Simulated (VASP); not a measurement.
# HfH5 (Cmmm) in VASP: single point with PBE

Aim: the single point of HfH5 with PBE.

Everything below comes from runs of VASP 6.6.1. Logs are shortened: lines on timing, memory, paths and dates and some standing lists are left out, and cuts for length are marked.

## 1. The cell of the first run

It takes space group Cmmm (No. 65, orthorhombic). The conventional cell has a = 3.289 Å, b = 6.853 Å, c = 3.279 Å, α = 90.00°, β = 90.00°, γ = 90.00°. Hf (site symmetry mmm) has 14 H at 1.97 to 2.32 Å within 2.6 Å. H (site symmetry m2m) has 10 H at 1.86 to 2.33 Å and 3 Hf at 2.08 to 2.15 Å within 2.5 Å. Within 2.6 Å of H (site symmetry m2m) lie 12 H at 1.96 to 2.34 Å and 2 Hf at 1.97 Å. Within 2.6 Å of H (site symmetry mmm) lie 10 H at 1.97 to 2.34 Å and 4 Hf at 2.32 Å.

## 2. Single point, PBE

The input, INCAR:

```
PREC = Accurate ; ENCUT = 520
EDIFF = 1E-7 ; ISMEAR = 0
SIGMA = 0.1 ; LREAL = False
LASPH = True ; NELM = 60
ALGO = Normal ; ISIF = 2
LWAVE = False ; LCHARG = False
GGA = PE ; NBANDS = 16
```

The input, KPOINTS:

```
Automatic mesh
0
Gamma
  12 12 12
```

The input, POSCAR:

```
HfH5
1.0
    1.6443769102     -3.4267325628      0.0000000000
    1.6443769102      3.4267325628      0.0000000000
    0.0000000000      0.0000000000      3.2785274812
Hf H
1 5
Direct
    0.5000000000      0.5000000000      0.0000000000
    0.1860400840      0.8139599160      0.0000000000
    0.3416441756      0.6583558244      0.5000000000
    0.6583558244      0.3416441756      0.5000000000
    0.0000000000      0.0000000000      0.5000000000
    0.8139599160      0.1860400840      0.0000000000
```

Potentials or basis: VASP PAW PBE potentials, release 64 (Hf_pv, H).

Command:

```console
cat potpaw_PBE.64/Hf_pv/POTCAR potpaw_PBE.64/H/POTCAR > POTCAR
mpirun -np 1 vasp_std > vasp.out
```

OUTCAR:

```text
PREC = Accurate
   ENCUT = 520
   EDIFF = 1E-7
   ISMEAR = 0
   LREAL = False
   LASPH = True
   NELM = 60
   ISIF = 2
   GGA = PE

 ion  position               nearest neighbor table
   1  0.500  0.500  0.000-   3 1.97   4 1.97   3 1.97   4 1.97   2 2.08   6 2.08   2 2.08   6 2.08
                             2 2.15   6 2.15   5 2.32   5 2.32   5 2.32   5 2.32
   2  0.186  0.814  0.000-   1 2.08   1 2.08   1 2.15
   3  0.342  0.658  0.500-   1 1.97   1 1.97
   4  0.658  0.342  0.500-   1 1.97   1 1.97
   5  0.000  0.000  0.500-   1 2.32   1 2.32   1 2.32   1 2.32
   6  0.814  0.186  0.000-   1 2.08   1 2.08   1 2.15

  LATTYP: Found a base centered orthorhombic cell.
 ALAT       =     3.2887538204
 B/A-ratio  =     2.0839094380
 C/A-ratio  =     0.9968905124

  Lattice vectors:

 A1 = (   1.6443769102,  -3.4267325628,   0.0000000000)
 A2 = (   1.6443769102,   3.4267325628,   0.0000000000)
 A3 = (   0.0000000000,   0.0000000000,   3.2785274812)

Analysis of symmetry for initial positions (statically):
=====================================================================
 Subroutine PRICEL returns:
 Original cell was already a primitive cell.

 Routine SETGRP: Setting up the symmetry group for a
 base centered orthorhombic supercell.

 Subroutine GETGRP returns: Found  8 space group operations
 (whereof  8 operations were pure point group operations)
 out of a pool of  8 trial point group operations.

The static configuration has the point symmetry D_2h.

Analysis of symmetry for dynamics (positions and initial velocities):
=====================================================================
 Subroutine PRICEL returns:
 Original cell was already a primitive cell.

 Routine SETGRP: Setting up the symmetry group for a
 base centered orthorhombic supercell.

 Subroutine GETGRP returns: Found  8 space group operations
 (whereof  8 operations were pure point group operations)
 out of a pool of  8 trial point group operations.

The dynamic configuration has the point symmetry D_2h.

 Subroutine INISYM returns: Found  8 space group operations
 (whereof  8 operations are pure point group operations),
 and found     1 'primitive' translations

----------------------------------------------------------------------------------------

                                     Primitive cell

  volume of cell :      36.9480

  direct lattice vectors                    reciprocal lattice vectors
     1.644376910 -3.426732563  0.000000000     0.304066541 -0.145911591  0.000000000
     1.644376910  3.426732563  0.000000000     0.304066541  0.145911591  0.000000000
     0.000000000  0.000000000  3.278527481     0.000000000  0.000000000  0.305014982

  length of vectors
     3.800851415  3.800851415  3.278527481     0.337263479  0.337263479  0.305014982

  position of ions in fractional coordinates (direct lattice)
     0.500000000  0.500000000  0.000000000
     0.186040084  0.813959916  0.000000000
     0.341644176  0.658355824  0.500000000
     0.658355824  0.341644176  0.500000000
     0.000000000  0.000000000  0.500000000
     0.813959916  0.186040084  0.000000000

  ion indices of the primitive-cell ions
   primitive index   ion index
                 1           1
                 2           2
                 3           3
                 4           4
                 5           5
                 6           6

----------------------------------------------------------------------------------------

 KPOINTS: Automatic mesh

Automatic generation of k-mesh.
 Grid dimensions read from file:
 generate k-points for:   12   12   12

 Generating k-lattice:

  Cartesian coordinates                     Fractional coordinates (reciprocal lattice)
     0.025338878 -0.012159299  0.000000000     0.083333333  0.000000000  0.000000000
     0.025338878  0.012159299  0.000000000     0.000000000  0.083333333  0.000000000
     0.000000000  0.000000000  0.025417915     0.000000000  0.000000000  0.083333333

  Length of vectors
     0.028105290  0.028105290  0.025417915

  Shift w.r.t. Gamma in fractional coordinates (k-lattice)
     0.000000000  0.000000000  0.000000000

 Subroutine IBZKPT returns following result:
 ===========================================

 Found    301 irreducible k-points:

 Following reciprocal coordinates:
            Coordinates               Weight
  0.000000  0.000000  0.000000      1.000000
  0.083333  0.000000  0.000000      4.000000
  0.166667  0.000000  0.000000      4.000000
  0.250000  0.000000  0.000000      4.000000
  0.333333  0.000000  0.000000      4.000000
  0.416667  0.000000  0.000000      4.000000
[... 16 lines left out ...]
  0.500000  0.166667  0.000000      4.000000
 -0.416667  0.166667  0.000000      4.000000
 [... further k-points ...]
   k-points           NKPTS =    301   k-points in BZ     NKDIM =    301   number of bands    NBANDS=     16
   number of dos      NEDOS =    301   number of ions     NIONS =      6
   total plane-waves  NPLWV =  18816
   dimension x,y,z NGX =    28 NGY =   28 NGZ =   24
   dimension x,y,z NGXF=    56 NGYF=   56 NGZF=   48
   ions per type =               1   5
   NGX,Y,Z   is equivalent  to a cutoff of  12.25, 12.25, 12.17 a.u.
   NGXF,Y,Z  is equivalent  to a cutoff of  24.49, 24.49, 24.34 a.u.
 SYSTEM =  unknown system
   PREC   = accura    normal or accurate (medium, high low for compatibility)
   ISTART =      0    job   : 0-new  1-cont  2-samecut
   ICHARG =      2    charge: 1-file 2-atom 10-const
   ISPIN  =      1    spin polarized calculation?
   LNONCOLLINEAR =      F non collinear calculations
   LSORBIT =      F    spin-orbit coupling
   LASPH  =      T    aspherical Exc in radial PAW
   ENCUT  =  520.0 eV  38.22 Ry    6.18 a.u.   7.07  7.07  6.10*2*pi/ulx,y,z
   NELM   =     60;   NELMIN=  2; NELMDL= -5     # of ELM steps
   EDIFF  = 0.1E-06   stopping-criterion for ELM
   LREAL  =      F    real-space projection
   EDIFFG = 0.1E-05   stopping-criterion for IOM
   NSW    =      0    number of steps for IOM
   IBRION =     -1    ionic relax: 0-MD 1-quasi-New 2-CG
   NFREE  =      0    steps in history (QN), initial steepest desc. (CG)
   ISIF   =      2    stress and relaxation
   ISYM   =      2    0-nonsym 1-usesym 2-fastsym
   POTIM  = 0.5000    time-step for ionic-motion
   TEBEG  =    0.0;   TEEND  =   0.0 temperature during run
   PSTRESS=    0.0 pullay stress
   NELECT =      15.0000    total number of electrons
   NUPDOWN=      -1.0000    fix difference up-down
   EMIN   =  10.00;   EMAX   =-10.00  energy-range for DOS
   EFERMI =   0.00;   METHOD = LEGACY
   ISMEAR =     0;   SIGMA  =   0.10  broadening in eV -4-tet -1-fermi 0-gaus
   EFERMI_NEDOS =   21; number of points for ismear=-14 and -15
   IALGO  =     38    algorithm
   IMIX   =      4    mixing-type and parameters
     AMIX     =   0.40;   BMIX     =  1.00
     AMIX_MAG =   1.60;   BMIX_MAG =  1.00
  volume/ion in A,a.u.               =       6.16        41.56
  Fermi-wavevector in a.u.,A,eV,Ry     =   1.212202  2.290730 19.992870  1.469434
  Thomas-Fermi vector in A             =   2.347694
   LORBIT       =      0    0 simple, 1 ext, 2 COOP (PROOUT), +10 PAW based schemes
   GGA     = PE    functional components
   LHFCALC =     F    Hartree Fock is set to
   AEXX    =    0.0000 exact exchange contribution
   IVDW    =     0    specifies the selected vdW correction
   LEPSILON=     F    determine dielectric tensor
   LRPA    =     F    only Hartree local field effects (RPA)
 non-spin polarized calculation
 Gauss-broadening in eV      SIGMA  =   0.10
  energy-cutoff  :      520.00
  volume of cell :       36.95
 maximum number of plane-waves:      1014
   NGX = 15   NGY = 15   NGZ = 13

 number of electron      15.0000000 magnetization

 Free energy of the ion-electron system (eV)
  ---------------------------------------------------
  ext. energy  EPLUGINS =         0.00000000
  ---------------------------------------------------
  free energy    TOTEN  =       -26.68997186 eV

  energy without entropy =      -26.68793390  energy(sigma->0) =      -26.68895288

 E-fermi :   2.9963     XC(G=0): -11.0246

 val. band max:        2.9360299971   @ k =   0.2500   0.1667   0.0833
 cond. band min:       2.9970730979   @ k =  -0.1667   0.1667   0.0833
 fundamental gap:      0.0610431007
 Fermi energy:         2.9962983712

 k-point     1 :       0.0000    0.0000    0.0000
  band No.  band energies     occupation
      1     -27.3073      2.00000
      2     -27.1991      2.00000
      3     -27.0551      2.00000
      4      -7.8440      2.00000
      5      -1.5729      2.00000
      6       0.6374      2.00000
[... 8 lines left out ...]
     15      14.1871      0.00000
     16      16.2089      0.00000

 k-point     2 :       0.0833    0.0000    0.0000
  band No.  band energies     occupation
      1     -27.3095      2.00000
      2     -27.2238      2.00000
      3     -27.0529      2.00000
      4      -7.6975      2.00000
      5      -1.4896      2.00000
      6       0.5728      2.00000
[... 8 lines left out ...]
     15      14.2979      0.00000
     16      16.2171      0.00000

 k-point     3 :       0.1667    0.0000    0.0000
  band No.  band energies     occupation
      1     -27.3197      2.00000
      2     -27.2865      2.00000
      3     -27.0469      2.00000
      4      -7.2714      2.00000
      5      -1.2662      2.00000
      6       0.1027      2.00000
[... 8 lines left out ...]
     15      13.9800      0.00000
     16      16.2356      0.00000

 k-point     4 :       0.2500    0.0000    0.0000
  band No.  band energies     occupation
      1     -27.3886      2.00000
      2     -27.3155      2.00000
      3     -27.0386      2.00000
      4      -6.6058      2.00000
      5      -1.0139      2.00000
      6      -0.7949      2.00000
[... 8 lines left out ...]
     15      13.4396      0.00000
     16      16.2428      0.00000

 k-point     5 :       0.3333    0.0000    0.0000
  band No.  band energies     occupation
      1     -27.4768      2.00000
      2     -27.3233      2.00000
      3     -27.0304      2.00000
      4      -5.7651      2.00000
      5      -1.7498      2.00000
      6      -0.8380      2.00000
[... 8 lines left out ...]
     15      14.3940      0.00000
     16      16.2427      0.00000

 k-point     6 :       0.4167    0.0000    0.0000
  band No.  band energies     occupation
      1     -27.5410      2.00000
      2     -27.3283      2.00000
      3     -27.0243      2.00000
      4      -4.8557      2.00000
      5      -2.5945      2.00000
      6      -0.8979      2.00000
[... 8 lines left out ...]
     15      14.9866      0.00000
     16      15.6971      0.00000
[... 267 lines left out ...]
 k-point    21 :       0.3333    0.1667    0.0000
  band No.  band energies     occupation
      1     -27.5584      2.00000
      2     -27.3364      2.00000
      3     -27.0221      2.00000
      4      -4.3091      2.00000
      5      -2.8559      2.00000
      6      -1.2712      2.00000
[... 8 lines left out ...]
     15      15.9349      0.00000
     16      16.2431      0.00000

 k-point    22 :       0.4167    0.1667    0.0000
  band No.  band energies     occupation
      1     -27.5398      2.00000
      2     -27.3515      2.00000
      3     -27.0230      2.00000
      4      -3.9955      2.00000
      5      -3.0030      2.00000
      6      -1.6664      2.00000
[... 8 lines left out ...]
     15      16.0959      0.00000
     16      16.2440      0.00000

 k-point    23 :       0.5000    0.1667    0.0000
  band No.  band energies     occupation
      1     -27.4828      2.00000
      2     -27.3609      2.00000
      3     -27.0278      2.00000
      4      -4.7824      2.00000
      5      -2.3425      2.00000
      6      -1.6752      2.00000
[... 8 lines left out ...]
     15      15.8161      0.00000
     16      16.2438      0.00000

 k-point    24 :      -0.4167    0.1667    0.0000
  band No.  band energies     occupation
      1     -27.4125      2.00000
      2     -27.3513      2.00000
      3     -27.0352      2.00000
      4      -5.6672      2.00000
      5      -2.0015      2.00000
      6      -1.2676      2.00000
[... 8 lines left out ...]
     15      14.9562      0.00000
     16      16.2374      0.00000

 [... further k-points ...]
[... 5 lines left out ...]
  --------------------------------------------------------------------------------------
  -------------------------------------------------------------------------------------
  Total       -0.1714778     -0.1641389     -0.1443229      0.0000000      0.0000000      0.0000000
  in kB       -7.4358076     -7.1175671     -6.2582844      0.0000000      0.0000000      0.0000000
  external PRESSURE =      -6.9372197 kB  Pullay stress =       0.0000000 kB

 VOLUME and BASIS-vectors are now :
 -----------------------------------------------------------------------------
  energy-cutoff  :      520.00
  volume of cell :       36.95
      direct lattice vectors                 reciprocal lattice vectors
     1.644376910 -3.426732563  0.000000000     0.304066541 -0.145911591  0.000000000
     1.644376910  3.426732563  0.000000000     0.304066541  0.145911591  0.000000000
     0.000000000  0.000000000  3.278527481     0.000000000  0.000000000  0.305014982

 POSITION                                       TOTAL-FORCE (eV/Angst)
 -----------------------------------------------------------------------------------
      1.64438      0.00000      0.00000         0.000000      0.000000      0.000000
      1.64438      2.15171      0.00000         0.000000      0.005281     -0.000000
      1.64438      1.08529      1.63926         0.000000     -0.003128      0.000000
      1.64438     -1.08529      1.63926         0.000000      0.003128      0.000000
      0.00000      0.00000      1.63926         0.000000      0.000000      0.000000
      1.64438     -2.15171      0.00000         0.000000     -0.005281      0.000000
 -----------------------------------------------------------------------------------
    total drift:                                0.000000      0.000000     -0.000000

  FREE ENERGIE OF THE ION-ELECTRON SYSTEM (eV)
  ---------------------------------------------------
  free  energy   TOTEN  =       -26.6899718604 eV

  energy  without entropy=      -26.6879338980  energy(sigma->0) =      -26.68895288
```

Wall time 2.3 min (1 thread of Intel Xeon 6975P-C, shared host); peak memory 0.28 GiB.

What came out:

```yaml
Free_energy: -26.6900 eV
Pressure: -0.7 GPa
Largest_force: 0.005 eV/Å
```

Forces in eV/Å, atoms in the order of the input:
```
Hf   0.000  0.000  0.000
H    0.000  0.005  0.000
H    0.000 -0.003  0.000
H    0.000  0.003  0.000
H    0.000  0.000  0.000
H    0.000 -0.005  0.000
```

Caveat: spin-orbit coupling is left out, which moves the levels of the heavy elements.
